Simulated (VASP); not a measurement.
# Hf (Im-3m) in VASP: a series of runs, part 3 of 3

VASP 6.6.1.

## Step 6: Single point, PBEsol+D3(BJ)

This run uses another cell than the first one, of 15.44 Å³/atom, 0.656 times its volume.

Input file INCAR:

```
SYSTEM = Hf
ALGO     = Normal         ! electronic algorithm
EDIFF    = 1E-6           ! SCF threshold, eV
ENCUT    = 500            ! plane-wave cutoff, eV
GGA      = PS             ! functional
GGA_COMPAT= .FALSE.      
ISIF     = 2              ! what is computed and relaxed
ISMEAR   = 0              ! smearing method
IVDW     = 12             ! dispersion correction
LASPH    = .TRUE.         ! aspherical terms in the spheres
LCHARG   = .TRUE.         ! write CHGCAR
LELF     = .TRUE.         ! ELF
LREAL    = .FALSE.        ! projectors in reciprocal space
LVHAR    = .TRUE.       
LWAVE    = .FALSE.        ! write WAVECAR
NBANDS   = 11             ! bands
NELM     = 120            ! most SCF steps
PREC     = Accurate       ! precision mode
SIGMA    = 0.1            ! smearing width, eV
```

Input file KPOINTS:

```
k-points
0
G
  18 18 18
  0 0 0
```

Input file POSCAR:

```
Hf
1.0
   -1.5685564666      1.5685564666      1.5685564666
    1.5685564666     -1.5685564666      1.5685564666
    1.5685564666      1.5685564666     -1.5685564666
Hf
1
Direct
    0.0000000000      0.0000000000      0.0000000000
```

Potentials or basis: VASP PAW PBE potentials, release 64 (Hf_pv).

Started as:

```
> cat potpaw_PBE.64/Hf_pv/POTCAR > POTCAR
> mpirun -np 1 vasp_std > vasp.out
```

OUTCAR:

```text
SYSTEM = Hf
   EDIFF = 1E-6
   ENCUT = 500
   GGA = PS
   ISIF = 2
   ISMEAR = 0
   IVDW = 12
   LASPH = .TRUE.
   LREAL = .FALSE.
   NELM = 120
   PREC = Accurate
 IVDW          = 12

 ion  position               nearest neighbor table
   1  0.000  0.000  0.000-

  LATTYP: Found a body centered cubic cell.
 ALAT       =     3.1371129332

  Lattice vectors:

 A1 = (  -1.5685564666,   1.5685564666,   1.5685564666)
 A2 = (   1.5685564666,  -1.5685564666,   1.5685564666)
 A3 = (   1.5685564666,   1.5685564666,  -1.5685564666)

Analysis of symmetry for initial positions (statically):
=====================================================================
 Subroutine PRICEL returns:
 Original cell was already a primitive cell.

 Routine SETGRP: Setting up the symmetry group for a
 body centered cubic supercell.

 Subroutine GETGRP returns: Found 48 space group operations
 (whereof 48 operations were pure point group operations)
 out of a pool of 48 trial point group operations.

The static configuration has the point symmetry O_h .

Analysis of symmetry for dynamics (positions and initial velocities):
=====================================================================
 Subroutine PRICEL returns:
 Original cell was already a primitive cell.

 Routine SETGRP: Setting up the symmetry group for a
 body centered cubic supercell.

 Subroutine GETGRP returns: Found 48 space group operations
 (whereof 48 operations were pure point group operations)
 out of a pool of 48 trial point group operations.

The dynamic configuration has the point symmetry O_h .

 Subroutine INISYM returns: Found 48 space group operations
 (whereof 48 operations are pure point group operations),
 and found     1 'primitive' translations

----------------------------------------------------------------------------------------

                                     Primitive cell

  volume of cell :      15.4369

  direct lattice vectors                    reciprocal lattice vectors
    -1.568556467  1.568556467  1.568556467     0.000000000  0.318764425  0.318764425
     1.568556467 -1.568556467  1.568556467     0.318764425  0.000000000  0.318764425
     1.568556467  1.568556467 -1.568556467     0.318764425  0.318764425  0.000000000

  length of vectors
     2.716819495  2.716819495  2.716819495     0.450800973  0.450800973  0.450800973

  position of ions in fractional coordinates (direct lattice)
     0.000000000  0.000000000  0.000000000

  ion indices of the primitive-cell ions
   primitive index   ion index
                 1           1

----------------------------------------------------------------------------------------

 KPOINTS: k-points

Automatic generation of k-mesh.
 Grid dimensions read from file:
 generate k-points for:   18   18   18

 Generating k-lattice:

  Cartesian coordinates                     Fractional coordinates (reciprocal lattice)
     0.000000000  0.017709135  0.017709135     0.055555556  0.000000000  0.000000000
     0.017709135  0.000000000  0.017709135     0.000000000  0.055555556  0.000000000
     0.017709135  0.017709135  0.000000000     0.000000000  0.000000000  0.055555556

  Length of vectors
     0.025044498  0.025044498  0.025044498

  Shift w.r.t. Gamma in fractional coordinates (k-lattice)
     0.000000000  0.000000000  0.000000000

 Subroutine IBZKPT returns following result:
 ===========================================

 Found    195 irreducible k-points:

 Following reciprocal coordinates:
            Coordinates               Weight
  0.000000  0.000000  0.000000      1.000000
  0.055556  0.000000  0.000000     12.000000
  0.111111  0.000000  0.000000     12.000000
  0.166667  0.000000  0.000000     12.000000
  0.222222  0.000000  0.000000     12.000000
  0.277778  0.000000  0.000000     12.000000
[... 16 lines left out ...]
  0.333333  0.111111  0.000000     48.000000
  0.388889  0.111111  0.000000     48.000000
 [... further k-points ...]
   k-points           NKPTS =    195   k-points in BZ     NKDIM =    195   number of bands    NBANDS=     11
   number of dos      NEDOS =    301   number of ions     NIONS =      1
   total plane-waves  NPLWV =   8000
   dimension x,y,z NGX =    20 NGY =   20 NGZ =   20
   dimension x,y,z NGXF=    40 NGYF=   40 NGZF=   40
   ions per type =               1
   NGX,Y,Z   is equivalent  to a cutoff of  12.24, 12.24, 12.24 a.u.
   NGXF,Y,Z  is equivalent  to a cutoff of  24.48, 24.48, 24.48 a.u.
 SYSTEM =  Hf
   PREC   = accura    normal or accurate (medium, high low for compatibility)
   ISTART =      0    job   : 0-new  1-cont  2-samecut
   ICHARG =      2    charge: 1-file 2-atom 10-const
   ISPIN  =      1    spin polarized calculation?
   LNONCOLLINEAR =      F non collinear calculations
   LSORBIT =      F    spin-orbit coupling
   LASPH  =      T    aspherical Exc in radial PAW
   ENCUT  =  500.0 eV  36.75 Ry    6.06 a.u.   4.95  4.95  4.95*2*pi/ulx,y,z
   NELM   =    120;   NELMIN=  2; NELMDL= -5     # of ELM steps
   EDIFF  = 0.1E-05   stopping-criterion for ELM
   LREAL  =      F    real-space projection
   EDIFFG = 0.1E-04   stopping-criterion for IOM
   NSW    =      0    number of steps for IOM
   IBRION =     -1    ionic relax: 0-MD 1-quasi-New 2-CG
   NFREE  =      0    steps in history (QN), initial steepest desc. (CG)
   ISIF   =      2    stress and relaxation
   ISYM   =      2    0-nonsym 1-usesym 2-fastsym
   POTIM  = 0.5000    time-step for ionic-motion
   TEBEG  =    0.0;   TEEND  =   0.0 temperature during run
   PSTRESS=    0.0 pullay stress
   NELECT =      10.0000    total number of electrons
   NUPDOWN=      -1.0000    fix difference up-down
   EMIN   =  10.00;   EMAX   =-10.00  energy-range for DOS
   EFERMI =   0.00;   METHOD = LEGACY
   ISMEAR =     0;   SIGMA  =   0.10  broadening in eV -4-tet -1-fermi 0-gaus
   EFERMI_NEDOS =   21; number of points for ismear=-14 and -15
   IALGO  =     38    algorithm
   IMIX   =      4    mixing-type and parameters
     AMIX     =   0.40;   BMIX     =  1.00
     AMIX_MAG =   1.60;   BMIX_MAG =  1.00
  volume/ion in A,a.u.               =      15.44       104.17
  Fermi-wavevector in a.u.,A,eV,Ry     =   1.416516  2.676826 27.300311  2.006516
  Thomas-Fermi vector in A             =   2.537842
   LORBIT       =      0    0 simple, 1 ext, 2 COOP (PROOUT), +10 PAW based schemes
   GGA     = PS    functional components
   LHFCALC =     F    Hartree Fock is set to
   AEXX    =    0.0000 exact exchange contribution
   IVDW    =    12    specifies the selected vdW correction
   LEPSILON=     F    determine dielectric tensor
   LRPA    =     F    only Hartree local field effects (RPA)
 non-spin polarized calculation
 Gauss-broadening in eV      SIGMA  =   0.10
  energy-cutoff  :      500.00
  volume of cell :       15.44
 maximum number of plane-waves:       405
   NGX =  9   NGY =  9   NGZ =  9

 number of electron      10.0000002 magnetization

 Free energy of the ion-electron system (eV)
  ---------------------------------------------------
  ext. energy  EPLUGINS =         0.00000000
  ---------------------------------------------------
  free energy    TOTEN  =        -9.52510105 eV

  energy without entropy =       -9.52130242  energy(sigma->0) =       -9.52320174

 E-fermi :   7.2152     XC(G=0): -13.2074

 val. band max:        7.2035322115   @ k =   0.1667   0.1667   0.0000
 cond. band min:       7.2285095517   @ k =   0.2222   0.1667   0.0000
 fundamental gap:      0.0249773401
 Fermi energy:         7.2151634563

 k-point     1 :       0.0000    0.0000    0.0000
  band No.  band energies     occupation
      1     -21.1067      2.00000
      2     -21.1067      2.00000
      3     -21.1067      2.00000
      4      -0.7711      2.00000
      5       8.8863      0.00000
      6       8.8863      0.00000
      7       8.8863      0.00000
      8      12.8911      0.00000
      9      12.8911      0.00000
     10      21.6700      0.00000
     11      22.4507      0.00000
[... 309 lines left out ...]
 k-point    24 :       0.3889    0.1111    0.0000
  band No.  band energies     occupation
      1     -23.5371      2.00000
      2     -21.9838      2.00000
      3     -21.2617      2.00000
      4       3.0300      2.00000
      5       5.9723      2.00000
      6       9.3456      0.00000
      7      12.7873      0.00000
      8      14.6888      0.00000
      9      18.5564      0.00000
     10      21.1201      0.00000
     11      21.6125      0.00000

 [... further k-points ...]

------------------------ aborting loop because EDIFF is reached ----------------------------------------

 Edisp (eV)   -0.74473

 E8    (eV) :    -0.5623

  FORCE on cell =-STRESS in cart. coord.  units (eV):
  Direction    XX          YY          ZZ          XY          YZ          ZX
  --------------------------------------------------------------------------------------
  -------------------------------------------------------------------------------------
  Total       4.79520     4.79520     4.79520     0.00000     0.00000    -0.00000
  in kB     497.68755   497.68755   497.68755     0.00000     0.00000    -0.00000
  external pressure =      497.69 kB  Pullay stress =        0.00 kB

 VOLUME and BASIS-vectors are now :
 -----------------------------------------------------------------------------
  energy-cutoff  :      500.00
  volume of cell :       15.44
      direct lattice vectors                 reciprocal lattice vectors
    -1.568556467  1.568556467  1.568556467     0.000000000  0.318764425  0.318764425
     1.568556467 -1.568556467  1.568556467     0.318764425  0.000000000  0.318764425
     1.568556467  1.568556467 -1.568556467     0.318764425  0.318764425  0.000000000

 POSITION                                       TOTAL-FORCE (eV/Angst)
 -----------------------------------------------------------------------------------
      0.00000      0.00000      0.00000        -0.000000     -0.000000      0.000000
 -----------------------------------------------------------------------------------
    total drift:                                0.000000     -0.000000      0.000000

  FREE ENERGIE OF THE ION-ELECTRON SYSTEM (eV)
  ---------------------------------------------------
  free  energy   TOTEN  =       -10.2698355484 eV

  energy  without entropy=      -10.2660369141  energy(sigma->0) =      -10.26793623
```

Run time: 16 s. Hardware: 1 thread of Intel Xeon 6975P-C, shared host; peak memory 0.16 GiB.

What came out:

| Property | Result |
| --- | --- |
| Free energy | -10.2698 eV |
| Pressure | 49.8 GPa |
| Band gap on the k mesh | zero (band 5 reaches 8.89 eV, above the bottom of band 6 at 6.08 eV) |
| Dispersion energy per atom | -0.745 eV |

Caveat: the PAW data sets were made with another functional, which shifts forces and pressure a little; spin-orbit coupling is left out, which moves the levels of the heavy elements; pairwise dispersion overbinds metals, which lowers pressure and volume.

## Step 7: The runs side by side

```csv
task,cell,k mesh,gap on the mesh (eV),pressure (GPa)
relaxation of cell and atoms,"relaxed to 50 GPa from a = 3.126 Å, angles 109.5°, 1 atom",8 × 8 × 8,none,50.0
single point,"a = 2.585 Å, angles 109.5°, 1 atom",18 × 18 × 18,none,99.2
single point,"a = 2.643 Å, angles 109.5°, 1 atom",18 × 18 × 18,none,74.6
single point,"a = 2.717 Å, angles 109.5°, 1 atom",18 × 18 × 18,none,49.8
```

Alike in all rows: level PBEsol+D3(BJ); potentials or basis VASP PAW PBE potentials, release 64 (Hf_pv); no spin polarisation; cutoff (eV) 500; smearing gaussian 0.1 eV.

Caveats: the PAW data sets were made with another functional, which shifts forces and pressure a little; spin-orbit coupling is left out, which moves the levels of the heavy elements; pairwise dispersion overbinds metals, which lowers pressure and volume; the cell is relaxed towards a set pressure, so the enthalpy falls and the energy may rise (some runs); the volume moved by over 15 % at a fixed basis, so the end points are rough (some runs).

Absolute energies hang on the potentials; compare differences alone.
